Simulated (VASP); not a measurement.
A run of VASP 6.6.1 is set up as follows.

The input POSCAR:

```
BaTiO3
1.0
    3.9720350479      0.0000000000      0.0000000000
    0.0000000000      3.9720350479      0.0000000000
    0.0000000000      0.0000000000      4.1130046760
Ba Ti O
1 1 3
Direct
    0.5000000000      0.5000000000      0.5850405723
    0.0000000000      0.0000000000      0.1031610767
    0.0000000000      0.5000000000      0.0629129848
    0.5000000000      0.0000000000      0.0629129848
    0.0000000000      0.0000000000      0.5459693716
```

INCAR.step1

```
PREC = Accurate
ENCUT = 520
ISMEAR = 0
SIGMA = 0.01
LREAL = False
LASPH = True
NELM = 80
NBANDS = 28
GGA = PE
ALGO = Normal
EDIFF = 1E-4
LWAVE = True
LCHARG = False
```

Contents of INCAR.step2:

```
PREC = Accurate
ENCUT = 520
EDIFF = 1E-6
ISMEAR = 0
SIGMA = 0.01
LREAL = False
LASPH = True
NELM = 80
ALGO = Normal
ISIF = 2
LWAVE = False
LCHARG = False
METAGGA = R2SCAN
LMIXTAU = True
NBANDS = 28
ISTART = 1
```

KPOINTS

```
Automatic mesh
0
Gamma
  6 6 6
```

Potentials or basis: VASP PAW PBE potentials, release 64 (Ba_sv, Ti_sv, O).

Launch:

```sh
$ cat potpaw_PBE.64/Ba_sv/POTCAR potpaw_PBE.64/Ti_sv/POTCAR potpaw_PBE.64/O/POTCAR > POTCAR
$ cp INCAR.step1 INCAR
$ mpirun -np 1 vasp_std > vasp.out
$ cp INCAR.step2 INCAR
$ mpirun -np 1 vasp_std > vasp.out
```

(1) Predict the pressure.

(2) What does it give for the band gap on the k mesh?

(3) Estimate the largest force.

Results:

(1) 1.9 GPa.

(2) 2.21 eV, indirect (least direct gap 2.71 eV).

(3) 0.167 eV/Å.

Caveat: the PAW data sets were made with another functional, which shifts forces and pressure a little; spin-orbit coupling is left out, which moves the levels of the heavy elements.
